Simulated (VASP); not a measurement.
# FeSi (P2_13) in VASP: a series of runs

Runs on FeSi. Level: PBE. Tasks: single point.

All numbers are computed with VASP 6.6.1; they aren't measurements. Logs are shortened: lines on timing, memory, paths and dates and some standing lists are left out, and cuts for length are marked.

## 1. The cell of the first run

The structure is cubic, space group P2_13 (No. 198). Conventional cell: a = 4.388 Å, b = 4.388 Å, c = 4.388 Å, α = 90.00°, β = 90.00°, γ = 90.00°. Within 3.0 Å of Fe (site symmetry 3) lie 7 Si at 2.25 to 2.46 Å and 6 Fe at 2.69 Å. Si (site symmetry 3) has 7 Fe at 2.25 to 2.46 Å and 6 Si at 2.72 Å within 3.0 Å.

## 2. Single point, PBE (10.56 Å³/atom)

Input file INCAR:

```
  ALGO = Normal
  EDIFF = 1E-6
  ENCUT = 520
  GGA = PE
  ISIF = 2
  ISMEAR = 0
  LASPH = True
  LCHARG = True
  LELF = True
  LREAL = False
  LVHAR = True
  LWAVE = False
  NBANDS = 34
  NELM = 60
  PREC = Accurate
  SIGMA = 0.05
```

Input file KPOINTS:

```
k-points
0
Gamma
  8 8 8
```

Input file POSCAR:

```
FeSi
1.0
    4.3879340612      0.0000000000      0.0000000000
    0.0000000000      4.3879340612      0.0000000000
    0.0000000000      0.0000000000      4.3879340612
Fe Si
4 4
Direct
    0.1377327242      0.1377327242      0.1377327242
    0.3622672758      0.8622672758      0.6377327242
    0.6377327242      0.3622672758      0.8622672758
    0.8622672758      0.6377327242      0.3622672758
    0.8415091377      0.8415091377      0.8415091377
    0.6584908623      0.1584908623      0.3415091377
    0.3415091377      0.6584908623      0.1584908623
    0.1584908623      0.3415091377      0.6584908623
```

Potentials or basis: VASP PAW PBE potentials, release 64 (Fe, Si).

On the command line:

```bash
$ cat potpaw_PBE.64/Fe/POTCAR potpaw_PBE.64/Si/POTCAR > POTCAR
$ mpirun -np 1 vasp_std > vasp.out
```

OUTCAR:

```text
EDIFF = 1E-6
   ENCUT = 520
   GGA = PE
   ISIF = 2
   ISMEAR = 0
   LASPH = True
   LREAL = False
   NELM = 60
   PREC = Accurate

 ion  position               nearest neighbor table
   1  0.138  0.138  0.138-   5 2.25   6 2.29   7 2.29   8 2.29   7 2.46   8 2.46   6 2.46   3 2.69
                             4 2.69   2 2.69   2 2.69   4 2.69   3 2.69
   2  0.362  0.862  0.638-   6 2.25   5 2.29   7 2.29   8 2.29   7 2.46   8 2.46   5 2.46   1 2.69
                             1 2.69   3 2.69   3 2.69   4 2.69   4 2.69
   3  0.638  0.362  0.862-   7 2.25   6 2.29   5 2.29   8 2.29   8 2.46   6 2.46   5 2.46   1 2.69
                             4 2.69   2 2.69   2 2.69   4 2.69   1 2.69
   4  0.862  0.638  0.362-   8 2.25   6 2.29   7 2.29   5 2.29   6 2.46   5 2.46   7 2.46   1 2.69
                             3 2.69   2 2.69   1 2.69   2 2.69   3 2.69
   5  0.842  0.842  0.842-   1 2.25   2 2.29   3 2.29   4 2.29   3 2.46   4 2.46   2 2.46   6 2.72
                             7 2.72   8 2.72   6 2.72   8 2.72   7 2.72
   6  0.658  0.158  0.342-   2 2.25   1 2.29   3 2.29   4 2.29   3 2.46   4 2.46   1 2.46   8 2.72
                             5 2.72   5 2.72   7 2.72   7 2.72   8 2.72
   7  0.342  0.658  0.158-   3 2.25   2 2.29   1 2.29   4 2.29   4 2.46   2 2.46   1 2.46   8 2.72
                             5 2.72   8 2.72   6 2.72   6 2.72   5 2.72
   8  0.158  0.342  0.658-   4 2.25   2 2.29   3 2.29   1 2.29   2 2.46   1 2.46   3 2.46   7 2.72
                             5 2.72   7 2.72   5 2.72   6 2.72   6 2.72

  LATTYP: Found a simple cubic cell.
 ALAT       =     4.3879340612

  Lattice vectors:

 A1 = (   4.3879340612,   0.0000000000,   0.0000000000)
 A2 = (   0.0000000000,   4.3879340612,   0.0000000000)
 A3 = (   0.0000000000,   0.0000000000,   4.3879340612)

Analysis of symmetry for initial positions (statically):
=====================================================================
 Subroutine PRICEL returns:
 Original cell was already a primitive cell.

 Routine SETGRP: Setting up the symmetry group for a
 simple cubic supercell.

 Subroutine GETGRP returns: Found 12 space group operations
 (whereof  3 operations were pure point group operations)
 out of a pool of 48 trial point group operations.

The static configuration has the point symmetry C_3 .
 The point group associated with its full space group is T   .

Analysis of symmetry for dynamics (positions and initial velocities):
=====================================================================
 Subroutine PRICEL returns:
 Original cell was already a primitive cell.

 Routine SETGRP: Setting up the symmetry group for a
 simple cubic supercell.

 Subroutine GETGRP returns: Found 12 space group operations
 (whereof  3 operations were pure point group operations)
 out of a pool of 48 trial point group operations.

The dynamic configuration has the point symmetry C_3 .
 The point group associated with its full space group is T   .

 Subroutine INISYM returns: Found 12 space group operations
 (whereof  3 operations are pure point group operations),
 and found     1 'primitive' translations

----------------------------------------------------------------------------------------

                                     Primitive cell

  volume of cell :      84.4851

  direct lattice vectors                    reciprocal lattice vectors
     4.387934061  0.000000000  0.000000000     0.227897682  0.000000000  0.000000000
     0.000000000  4.387934061  0.000000000     0.000000000  0.227897682  0.000000000
     0.000000000  0.000000000  4.387934061     0.000000000  0.000000000  0.227897682

  length of vectors
     4.387934061  4.387934061  4.387934061     0.227897682  0.227897682  0.227897682

  position of ions in fractional coordinates (direct lattice)
     0.137732724  0.137732724  0.137732724
     0.362267276  0.862267276  0.637732724
     0.637732724  0.362267276  0.862267276
     0.862267276  0.637732724  0.362267276
     0.841509138  0.841509138  0.841509138
     0.658490862  0.158490862  0.341509138
     0.341509138  0.658490862  0.158490862
     0.158490862  0.341509138  0.658490862

  ion indices of the primitive-cell ions
   primitive index   ion index
                 1           1
                 2           2
                 3           3
                 4           4
                 5           5
                 6           6
                 7           7
                 8           8

----------------------------------------------------------------------------------------

 KPOINTS: k-points

Automatic generation of k-mesh.
 Grid dimensions read from file:
 generate k-points for:    8    8    8

 Generating k-lattice:

  Cartesian coordinates                     Fractional coordinates (reciprocal lattice)
     0.028487210  0.000000000  0.000000000     0.125000000  0.000000000  0.000000000
     0.000000000  0.028487210  0.000000000     0.000000000  0.125000000  0.000000000
     0.000000000  0.000000000  0.028487210     0.000000000  0.000000000  0.125000000

  Length of vectors
     0.028487210  0.028487210  0.028487210

  Shift w.r.t. Gamma in fractional coordinates (k-lattice)
     0.000000000  0.000000000  0.000000000

 Subroutine IBZKPT returns following result:
 ===========================================

 Found     45 irreducible k-points:

 Following reciprocal coordinates:
            Coordinates               Weight
  0.000000  0.000000  0.000000      1.000000
  0.125000  0.000000  0.000000      6.000000
  0.250000  0.000000  0.000000      6.000000
  0.375000  0.000000  0.000000      6.000000
  0.500000  0.000000  0.000000      3.000000
  0.125000  0.125000  0.000000     12.000000
[... 16 lines left out ...]
  0.250000  0.125000  0.125000     24.000000
  0.375000  0.125000  0.125000     24.000000
 [... further k-points ...]
   k-points           NKPTS =     45   k-points in BZ     NKDIM =     45   number of bands    NBANDS=     34
   number of dos      NEDOS =    301   number of ions     NIONS =      8
   total plane-waves  NPLWV =  46656
   dimension x,y,z NGX =    36 NGY =   36 NGZ =   36
   dimension x,y,z NGXF=    72 NGYF=   72 NGZF=   72
   ions per type =               4   4
   NGX,Y,Z   is equivalent  to a cutoff of  13.64, 13.64, 13.64 a.u.
   NGXF,Y,Z  is equivalent  to a cutoff of  27.28, 27.28, 27.28 a.u.
 SYSTEM =  unknown system
   PREC   = accura    normal or accurate (medium, high low for compatibility)
   ISTART =      0    job   : 0-new  1-cont  2-samecut
   ICHARG =      2    charge: 1-file 2-atom 10-const
   ISPIN  =      1    spin polarized calculation?
   LNONCOLLINEAR =      F non collinear calculations
   LSORBIT =      F    spin-orbit coupling
   LASPH  =      T    aspherical Exc in radial PAW
   ENCUT  =  520.0 eV  38.22 Ry    6.18 a.u.   8.16  8.16  8.16*2*pi/ulx,y,z
   NELM   =     60;   NELMIN=  2; NELMDL= -5     # of ELM steps
   EDIFF  = 0.1E-05   stopping-criterion for ELM
   LREAL  =      F    real-space projection
   EDIFFG = 0.1E-04   stopping-criterion for IOM
   NSW    =      0    number of steps for IOM
   IBRION =     -1    ionic relax: 0-MD 1-quasi-New 2-CG
   NFREE  =      0    steps in history (QN), initial steepest desc. (CG)
   ISIF   =      2    stress and relaxation
   ISYM   =      2    0-nonsym 1-usesym 2-fastsym
   POTIM  = 0.5000    time-step for ionic-motion
   TEBEG  =    0.0;   TEEND  =   0.0 temperature during run
   PSTRESS=    0.0 pullay stress
   NELECT =      48.0000    total number of electrons
   NUPDOWN=      -1.0000    fix difference up-down
   EMIN   =  10.00;   EMAX   =-10.00  energy-range for DOS
   EFERMI =   0.00;   METHOD = LEGACY
   ISMEAR =     0;   SIGMA  =   0.05  broadening in eV -4-tet -1-fermi 0-gaus
   EFERMI_NEDOS =   21; number of points for ismear=-14 and -15
   IALGO  =     38    algorithm
   IMIX   =      4    mixing-type and parameters
     AMIX     =   0.40;   BMIX     =  1.00
     AMIX_MAG =   1.60;   BMIX_MAG =  1.00
  volume/ion in A,a.u.               =      10.56        71.27
  Fermi-wavevector in a.u.,A,eV,Ry     =   1.355903  2.562284 25.013927  1.838472
  Thomas-Fermi vector in A             =   2.482951
   LORBIT       =      0    0 simple, 1 ext, 2 COOP (PROOUT), +10 PAW based schemes
   GGA     = PE    functional components
   LHFCALC =     F    Hartree Fock is set to
   AEXX    =    0.0000 exact exchange contribution
   IVDW    =     0    specifies the selected vdW correction
   LEPSILON=     F    determine dielectric tensor
   LRPA    =     F    only Hartree local field effects (RPA)
 non-spin polarized calculation
 Gauss-broadening in eV      SIGMA  =   0.05
  energy-cutoff  :      520.00
  volume of cell :       84.49
 maximum number of plane-waves:      2301
 NGX is ok and might be reduce to    36
   NGX = 17   NGY = 17   NGZ = 17

 number of electron      47.9999990 magnetization

 Free energy of the ion-electron system (eV)
  ---------------------------------------------------
  ext. energy  EPLUGINS =         0.00000000
  ---------------------------------------------------
  free energy    TOTEN  =       -58.67659896 eV

  energy without entropy =      -58.67601363  energy(sigma->0) =      -58.67630629

 E-fermi :  10.3439     XC(G=0): -13.0045

 val. band max:       10.2641858247   @ k =  -0.1250   0.3750   0.0000
 cond. band min:      10.4225443431   @ k =   0.3750   0.1250   0.1250
 fundamental gap:      0.1583585183
 Fermi energy:        10.3438678640

 k-point     1 :       0.0000    0.0000    0.0000
  band No.  band energies     occupation
      1      -3.3109      2.00000
      2       2.1828      2.00000
      3       2.1828      2.00000
      4       2.1828      2.00000
      5       5.0383      2.00000
      6       5.0383      2.00000
[... 26 lines left out ...]
     33      14.7554      0.00000
     34      14.7554      0.00000
[... 820 lines left out ...]
      4       3.1809      2.00000
      5       4.0182      2.00000
      6       4.7921      2.00000
[... 26 lines left out ...]
     33      14.7185      0.00000
     34      15.4163      0.00000

 [... further k-points ...]

------------------------ aborting loop because EDIFF is reached ----------------------------------------

  FORCE on cell =-STRESS in cart. coord.  units (eV):
  Direction    XX          YY          ZZ          XY          YZ          ZX
  --------------------------------------------------------------------------------------
  -------------------------------------------------------------------------------------
  Total        5.2918079      5.2918079      5.2918079      0.0000000      0.0000000      0.0000000
  in kB      100.3539274    100.3539274    100.3539274      0.0000000      0.0000000      0.0000000
  external PRESSURE =     100.3539274 kB  Pullay stress =       0.0000000 kB

 VOLUME and BASIS-vectors are now :
 -----------------------------------------------------------------------------
  energy-cutoff  :      520.00
  volume of cell :       84.49
      direct lattice vectors                 reciprocal lattice vectors
     4.387934061  0.000000000  0.000000000     0.227897682  0.000000000  0.000000000
     0.000000000  4.387934061  0.000000000     0.000000000  0.227897682  0.000000000
     0.000000000  0.000000000  4.387934061     0.000000000  0.000000000  0.227897682

 POSITION                                       TOTAL-FORCE (eV/Angst)
 -----------------------------------------------------------------------------------
      0.60436      0.60436      0.60436         0.022481      0.022481      0.022481
      1.58960      3.78357      2.79833        -0.022481     -0.022481      0.022481
      2.79833      1.58960      3.78357         0.022481     -0.022481     -0.022481
      3.78357      2.79833      1.58960        -0.022481      0.022481     -0.022481
      3.69249      3.69249      3.69249        -0.000297     -0.000297     -0.000297
      2.88941      0.69545      1.49852         0.000297      0.000297     -0.000297
      1.49852      2.88941      0.69545        -0.000297      0.000297      0.000297
      0.69545      1.49852      2.88941         0.000297     -0.000297      0.000297
 -----------------------------------------------------------------------------------
    total drift:                               -0.000001     -0.000000     -0.000000

  FREE ENERGIE OF THE ION-ELECTRON SYSTEM (eV)
  ---------------------------------------------------
  free  energy   TOTEN  =       -58.6765989581 eV

  energy  without entropy=      -58.6760136262  energy(sigma->0) =      -58.67630629
```

Run time: 2.4 min. Hardware: 1 thread of Intel Xeon Platinum 8488C (Sapphire Rapids), shared host; peak memory 0.26 GiB.

Results:

* Free energy: -58.6766 eV
* Pressure: 10.0 GPa
* Largest force: 0.039 eV/Å
* Band gap on the k mesh: 0.16 eV (least direct gap 0.17 eV)

Forces in eV/Å, atoms in the order of the input:
```
Fe   0.022  0.022  0.022
Fe  -0.022 -0.022  0.022
Fe   0.022 -0.022 -0.022
Fe  -0.022  0.022 -0.022
Si   0.000  0.000  0.000
Si   0.000  0.000  0.000
Si   0.000  0.000  0.000
Si   0.000  0.000  0.000
```

Levels at points of the mesh, in eV from the valence-band top:
```csv
k point,band 20,band 21,band 22,band 23,band 24,band 25,band 26,band 27,band 28,band 29
"(0.00, 0.00, 0.00)",-0.30,-0.30,-0.30,-0.05,-0.05,0.70,0.70,0.70,3.22,3.22
"(0.50, 0.00, 0.00)",-1.32,-0.41,-0.41,-0.01,-0.01,0.20,0.20,1.80,1.80,2.39
"(0.50, 0.50, 0.00)",-1.34,-1.07,-1.07,-0.38,-0.38,0.67,0.67,1.37,1.37,2.89
"(0.50, 0.50, 0.50)",-0.78,-0.72,-0.72,-0.72,-0.72,0.52,0.52,0.52,0.52,5.92
```

Caveat: the cell stands under pressure. Spin polarisation is off, so any magnetic state and its effect on volume and gap are missing.

[end of part 1 of 2]
